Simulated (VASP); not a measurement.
# K in VASP: a series of runs

The runs below take K through single point, with PBE+D3(BJ).

Everything below comes from runs of VASP 6.6.1. Logs are shortened: lines on timing, memory, paths and dates and some standing lists are left out, and cuts for length are marked.

### Step 1. The cell of the first run

It takes space group Fm-3m (No. 225, cubic). The conventional cell has a = 6.580 Å, b = 6.580 Å, c = 6.580 Å, α = 90.00°, β = 90.00°, γ = 90.00°.

This isn't the form of K at room conditions, which is bcc.

### Step 2. Single point, PBE+D3(BJ) (strain -0.030 along x and y, -0.030 along z)

INCAR

```
SYSTEM = K
  PREC = Accurate
  ENCUT = 520
  EDIFF = 1E-6
  ISMEAR = 0
  SIGMA = 0.15
  LREAL = .FALSE.
  LASPH = .TRUE.
  NELM = 100
  ALGO = Normal
  ISIF = 2
  LWAVE = .FALSE.
  LCHARG = .TRUE.
  GGA = PE
  IVDW = 12
  LELF = .TRUE.
  LVHAR = .TRUE.
  NBANDS = 10
```

KPOINTS

```
Automatic mesh
0
G
  12 12 12
  0 0 0
```

POSCAR

```
K
1.0
    0.0000000000      3.2901166335      3.2901166335
    3.2901166335      0.0000000000      3.2901166335
    3.2901166335      3.2901166335      0.0000000000
K
1
Direct
    0.0000000000      0.0000000000      0.0000000000
```

Potentials or basis: VASP PAW PBE potentials, release 64 (K_sv).

Launch:

```
$ cat potpaw_PBE.64/K_sv/POTCAR > POTCAR
$ mpirun -np 1 vasp_std > vasp.out
```

OUTCAR:

```text
SYSTEM = K
   PREC = Accurate
   ENCUT = 520
   EDIFF = 1E-6
   ISMEAR = 0
   LREAL = .FALSE.
   LASPH = .TRUE.
   NELM = 100
   ISIF = 2
   GGA = PE
   IVDW = 12
 IVDW          = 12

 ion  position               nearest neighbor table
   1  0.000  0.000  0.000-

  LATTYP: Found a face centered cubic cell.
 ALAT       =     6.5802332670

  Lattice vectors:

 A1 = (   0.0000000000,   3.2901166335,   3.2901166335)
 A2 = (   3.2901166335,   0.0000000000,   3.2901166335)
 A3 = (   3.2901166335,   3.2901166335,   0.0000000000)

Analysis of symmetry for initial positions (statically):
=====================================================================
 Subroutine PRICEL returns:
 Original cell was already a primitive cell.

 Routine SETGRP: Setting up the symmetry group for a
 face centered cubic supercell.

 Subroutine GETGRP returns: Found 48 space group operations
 (whereof 48 operations were pure point group operations)
 out of a pool of 48 trial point group operations.

The static configuration has the point symmetry O_h .

Analysis of symmetry for dynamics (positions and initial velocities):
=====================================================================
 Subroutine PRICEL returns:
 Original cell was already a primitive cell.

 Routine SETGRP: Setting up the symmetry group for a
 face centered cubic supercell.

 Subroutine GETGRP returns: Found 48 space group operations
 (whereof 48 operations were pure point group operations)
 out of a pool of 48 trial point group operations.

The dynamic configuration has the point symmetry O_h .

 Subroutine INISYM returns: Found 48 space group operations
 (whereof 48 operations are pure point group operations),
 and found     1 'primitive' translations

----------------------------------------------------------------------------------------

                                     Primitive cell

  volume of cell :      71.2302

  direct lattice vectors                    reciprocal lattice vectors
     0.000000000  3.290116633  3.290116633    -0.151970296  0.151970296  0.151970296
     3.290116633  0.000000000  3.290116633     0.151970296 -0.151970296  0.151970296
     3.290116633  3.290116633  0.000000000     0.151970296  0.151970296 -0.151970296

  length of vectors
     4.652927565  4.652927565  4.652927565     0.263220275  0.263220275  0.263220275

  position of ions in fractional coordinates (direct lattice)
     0.000000000  0.000000000  0.000000000

  ion indices of the primitive-cell ions
   primitive index   ion index
                 1           1

----------------------------------------------------------------------------------------

 KPOINTS: Automatic mesh

Automatic generation of k-mesh.
 Grid dimensions read from file:
 generate k-points for:   12   12   12

 Generating k-lattice:

  Cartesian coordinates                     Fractional coordinates (reciprocal lattice)
    -0.012664191  0.012664191  0.012664191     0.083333333  0.000000000  0.000000000
     0.012664191 -0.012664191  0.012664191     0.000000000  0.083333333  0.000000000
     0.012664191  0.012664191 -0.012664191     0.000000000  0.000000000  0.083333333

  Length of vectors
     0.021935023  0.021935023  0.021935023

  Shift w.r.t. Gamma in fractional coordinates (k-lattice)
     0.000000000  0.000000000  0.000000000

 Subroutine IBZKPT returns following result:
 ===========================================

 Found     72 irreducible k-points:

 Following reciprocal coordinates:
            Coordinates               Weight
  0.000000  0.000000  0.000000      1.000000
  0.083333  0.000000  0.000000      8.000000
  0.166667  0.000000  0.000000      8.000000
  0.250000  0.000000  0.000000      8.000000
  0.333333  0.000000  0.000000      8.000000
  0.416667  0.000000  0.000000      8.000000
[... 16 lines left out ...]
  0.500000  0.166667  0.000000     24.000000
 -0.416667  0.166667  0.000000     24.000000
 [... further k-points ...]
   k-points           NKPTS =     72   k-points in BZ     NKDIM =     72   number of bands    NBANDS=     10
   number of dos      NEDOS =    301   number of ions     NIONS =      1
   total plane-waves  NPLWV =  46656
   dimension x,y,z NGX =    36 NGY =   36 NGZ =   36
   dimension x,y,z NGXF=    72 NGYF=   72 NGZF=   72
   ions per type =               1
   NGX,Y,Z   is equivalent  to a cutoff of  12.86, 12.86, 12.86 a.u.
   NGXF,Y,Z  is equivalent  to a cutoff of  25.73, 25.73, 25.73 a.u.
 SYSTEM =  K
   PREC   = accura    normal or accurate (medium, high low for compatibility)
   ISTART =      0    job   : 0-new  1-cont  2-samecut
   ICHARG =      2    charge: 1-file 2-atom 10-const
   ISPIN  =      1    spin polarized calculation?
   LNONCOLLINEAR =      F non collinear calculations
   LSORBIT =      F    spin-orbit coupling
   LASPH  =      T    aspherical Exc in radial PAW
   ENCUT  =  520.0 eV  38.22 Ry    6.18 a.u.   8.65  8.65  8.65*2*pi/ulx,y,z
   NELM   =    100;   NELMIN=  2; NELMDL= -5     # of ELM steps
   EDIFF  = 0.1E-05   stopping-criterion for ELM
   LREAL  =      F    real-space projection
   EDIFFG = 0.1E-04   stopping-criterion for IOM
   NSW    =      0    number of steps for IOM
   IBRION =     -1    ionic relax: 0-MD 1-quasi-New 2-CG
   NFREE  =      0    steps in history (QN), initial steepest desc. (CG)
   ISIF   =      2    stress and relaxation
   ISYM   =      2    0-nonsym 1-usesym 2-fastsym
   POTIM  = 0.5000    time-step for ionic-motion
   TEBEG  =    0.0;   TEEND  =   0.0 temperature during run
   PSTRESS=    0.0 pullay stress
   NELECT =       9.0000    total number of electrons
   NUPDOWN=      -1.0000    fix difference up-down
   EMIN   =  10.00;   EMAX   =-10.00  energy-range for DOS
   EFERMI =   0.00;   METHOD = LEGACY
   ISMEAR =     0;   SIGMA  =   0.15  broadening in eV -4-tet -1-fermi 0-gaus
   EFERMI_NEDOS =   21; number of points for ismear=-14 and -15
   IALGO  =     38    algorithm
   IMIX   =      4    mixing-type and parameters
     AMIX     =   0.40;   BMIX     =  1.00
     AMIX_MAG =   1.60;   BMIX_MAG =  1.00
  volume/ion in A,a.u.               =      71.23       480.68
  Fermi-wavevector in a.u.,A,eV,Ry     =   0.821488  1.552387  9.181782  0.674842
  Thomas-Fermi vector in A             =   1.932655
   LORBIT       =      0    0 simple, 1 ext, 2 COOP (PROOUT), +10 PAW based schemes
   GGA     = PE    functional components
   LHFCALC =     F    Hartree Fock is set to
   AEXX    =    0.0000 exact exchange contribution
   IVDW    =    12    specifies the selected vdW correction
   LEPSILON=     F    determine dielectric tensor
   LRPA    =     F    only Hartree local field effects (RPA)
 non-spin polarized calculation
 Gauss-broadening in eV      SIGMA  =   0.15
  energy-cutoff  :      520.00
  volume of cell :       71.23
 maximum number of plane-waves:      1937
   NGX = 17   NGY = 17   NGZ = 17

 number of electron       9.0000000 magnetization

 Free energy of the ion-electron system (eV)
  ---------------------------------------------------
  ext. energy  EPLUGINS =         0.00000000
  ---------------------------------------------------
  free energy    TOTEN  =        -1.05128678 eV

  energy without entropy =       -1.04312911  energy(sigma->0) =       -1.04720794

 E-fermi :  -0.0546     XC(G=0):  -5.7285

 val. band max:       -0.1219245807   @ k =   0.5000   0.2500   0.0833
 cond. band min:      -0.0456935115   @ k =  -0.4167   0.0833   0.0000
 fundamental gap:      0.0762310692
 Fermi energy:        -0.0545545435

 k-point     1 :       0.0000    0.0000    0.0000
  band No.  band energies     occupation
      1     -32.1571      2.00000
      2     -15.6054      2.00000
      3     -15.6054      2.00000
      4     -15.6054      2.00000
      5      -2.2512      2.00000
      6       4.1925      0.00000
      7       4.1925      0.00000
      8       4.1925      0.00000
      9       5.4683      0.00000
     10       5.4683      0.00000

 k-point     2 :       0.0833    0.0000    0.0000
  band No.  band energies     occupation
      1     -32.1568      2.00000
      2     -15.6104      2.00000
      3     -15.6061      2.00000
      4     -15.6061      2.00000
      5      -2.1674      2.00000
      6       3.9587      0.00000
      7       4.2259      0.00000
      8       4.2259      0.00000
      9       5.3907      0.00000
     10       5.3907      0.00000

 k-point     3 :       0.1667    0.0000    0.0000
  band No.  band energies     occupation
      1     -32.1560      2.00000
      2     -15.6243      2.00000
      3     -15.6080      2.00000
      4     -15.6080      2.00000
      5      -1.9196      2.00000
      6       3.4067      0.00000
      7       4.2835      0.00000
      8       4.2835      0.00000
      9       5.2728      0.00000
     10       5.2728      0.00000

 k-point     4 :       0.2500    0.0000    0.0000
  band No.  band energies     occupation
      1     -32.1549      2.00000
      2     -15.6430      2.00000
      3     -15.6105      2.00000
      4     -15.6105      2.00000
      5      -1.5190      2.00000
      6       2.7148      0.00000
      7       4.2522      0.00000
      8       4.2522      0.00000
      9       5.3384      0.00000
     10       5.3384      0.00000

 k-point     5 :       0.3333    0.0000    0.0000
  band No.  band energies     occupation
      1     -32.1538      2.00000
      2     -15.6615      2.00000
      3     -15.6131      2.00000
      4     -15.6131      2.00000
      5      -0.9841      2.00000
      6       1.9586      0.00000
      7       4.1279      0.00000
      8       4.1279      0.00000
      9       5.6427      0.00000
     10       5.6428      0.00000

 k-point     6 :       0.4167    0.0000    0.0000
  band No.  band energies     occupation
      1     -32.1530      2.00000
      2     -15.6750      2.00000
      3     -15.6150      2.00000
      4     -15.6150      2.00000
      5      -0.3414      1.99315
      6       1.1795      0.00000
      7       4.0159      0.00000
      8       4.0159      0.00000
      9       6.0463      0.00000
     10       6.0650      0.00000
[... 183 lines left out ...]
 k-point    21 :       0.3333    0.1667    0.0000
  band No.  band energies     occupation
      1     -32.1538      2.00000
      2     -15.6509      2.00000
      3     -15.6184      2.00000
      4     -15.6182      2.00000
      5      -1.0803      2.00000
      6       2.5260      0.00000
      7       3.5924      0.00000
      8       4.2781      0.00000
      9       4.8295      0.00000
     10       5.9112      0.00000

 k-point    22 :       0.4167    0.1667    0.0000
  band No.  band energies     occupation
      1     -32.1529      2.00000
      2     -15.6643      2.00000
      3     -15.6226      2.00000
      4     -15.6199      2.00000
      5      -0.5182      1.99999
      6       1.8419      0.00000
      7       3.3693      0.00000
      8       4.2062      0.00000
      9       5.1277      0.00000
     10       6.1970      0.00000

 k-point    23 :       0.5000    0.1667    0.0000
  band No.  band energies     occupation
      1     -32.1524      2.00000
      2     -15.6723      2.00000
      3     -15.6266      2.00000
      4     -15.6199      2.00000
      5       0.1419      0.06404
      6       1.1095      0.00000
      7       3.2362      0.00000
      8       4.1461      0.00000
      9       5.3229      0.00000
     10       6.2940      0.00000

 k-point    24 :      -0.4167    0.1667    0.0000
  band No.  band energies     occupation
      1     -32.1523      2.00000
      2     -15.6729      2.00000
      3     -15.6290      2.00000
      4     -15.6184      2.00000
      5       0.3748      0.00005
      6       0.8723      0.00000
      7       3.1583      0.00000
      8       4.1460      0.00000
      9       5.5263      0.00000
     10       5.9868      0.00000

 [... further k-points ...]

------------------------ aborting loop because EDIFF is reached ----------------------------------------

 Edisp (eV)   -0.11689

 E8    (eV) :    -0.0629

  FORCE on cell =-STRESS in cart. coord.  units (eV):
  Direction    XX          YY          ZZ          XY          YZ          ZX
  --------------------------------------------------------------------------------------
  -------------------------------------------------------------------------------------
  Total      -0.05810    -0.05810    -0.05810     0.00000     0.00000    -0.00000
  in kB      -1.30690    -1.30690    -1.30690     0.00000     0.00000    -0.00000
  external pressure =       -1.31 kB  Pullay stress =        0.00 kB

 VOLUME and BASIS-vectors are now :
 -----------------------------------------------------------------------------
  energy-cutoff  :      520.00
  volume of cell :       71.23
      direct lattice vectors                 reciprocal lattice vectors
     0.000000000  3.290116633  3.290116633    -0.151970296  0.151970296  0.151970296
     3.290116633  0.000000000  3.290116633     0.151970296 -0.151970296  0.151970296
     3.290116633  3.290116633  0.000000000     0.151970296  0.151970296 -0.151970296

 POSITION                                       TOTAL-FORCE (eV/Angst)
 -----------------------------------------------------------------------------------
      0.00000      0.00000      0.00000         0.000000      0.000000      0.000000
 -----------------------------------------------------------------------------------
    total drift:                               -0.000000     -0.000000     -0.000000

  FREE ENERGIE OF THE ION-ELECTRON SYSTEM (eV)
  ---------------------------------------------------
  free  energy   TOTEN  =        -1.1681747990 eV

  energy  without entropy=       -1.1600171216  energy(sigma->0) =       -1.16409596
```

Run time: 28 s. Hardware: 1 thread of AMD EPYC 9R45 (Zen 5), shared host; peak memory 0.19 GiB.

Results:

- Free energy: -1.1682 eV
- Pressure: -0.1 GPa
- Band gap on the k mesh: zero (an odd number of electrons rules out a gap without spin polarisation)
- Dispersion energy per atom: -0.117 eV

Caveat: the cell differs from its parent crystal (strain -0.030 along x and y, -0.030 along z).

### Step 3. Single point, PBE+D3(BJ) (strain +0.015 along x and y, +0.000 along z)

INCAR

```
  ALGO = Fast
  EDIFF = 1E-6
  ENCUT = 520
  GGA = PE
  ISIF = 2
  ISMEAR = 0
  IVDW = 12
  LASPH = True
  LCHARG = False
  LREAL = False
  LWAVE = False
  NBANDS = 10
  NELM = 100
  PREC = Accurate
  SIGMA = 0.15
```

KPOINTS

```
k-points
0
Gamma
  12 12 12
```

POSCAR

```
K
1.0
    0.0000000000      3.4427509103      3.3918728180
    3.4427509103      0.0000000000      3.3918728180
    3.4427509103      3.4427509103      0.0000000000
K
1
Direct
    0.0000000000      0.0000000000      0.0000000000
```

Potentials or basis: VASP PAW PBE potentials, release 64 (K_sv).

Launch:

```
$ cat potpaw_PBE.64/K_sv/POTCAR > POTCAR
$ mpirun -np 1 vasp_std > vasp.out
```

Wall time 75 s (1 thread of AMD EPYC 9R45 (Zen 5), shared host); peak memory 0.26 GiB.

The run converged. Its results:

```yaml
Free_energy: -1.1504 eV
Pressure: -0.5 GPa
Band_gap_on_the_k_mesh: zero (an odd number of electrons rules out a gap without spin polarisation)
Dispersion_energy_per_atom: -0.103 eV
```

Levels at points of the mesh, in eV from the Fermi level:
| k point | band 1 | band 2 | band 3 | band 4 | band 5 | band 6 | band 7 | band 8 | band 9 | band 10 |
| --- | --- | --- | --- | --- | --- | --- | --- | --- | --- | --- |
| (0.00, 0.00, 0.00) | -32.18 | -15.64 | -15.64 | -15.64 | -2.03 | 4.11 | 4.11 | 4.16 | 5.27 | 5.35 |
| (0.50, 0.00, 0.00) | -32.18 | -15.69 | -15.64 | -15.64 | 0.32 | 0.53 | 3.88 | 3.96 | 5.84 | 6.06 |
| (0.50, 0.50, 0.00) | -32.18 | -15.68 | -15.66 | -15.66 | 0.97 | 1.36 | 2.31 | 4.56 | 4.56 | 5.15 |
| (0.50, 0.00, 0.50) | -32.18 | -15.68 | -15.66 | -15.65 | 0.91 | 1.26 | 2.36 | 4.65 | 4.66 | 5.16 |

Caveat: the cell differs from its parent crystal (strain +0.015 along x and y, +0.000 along z).
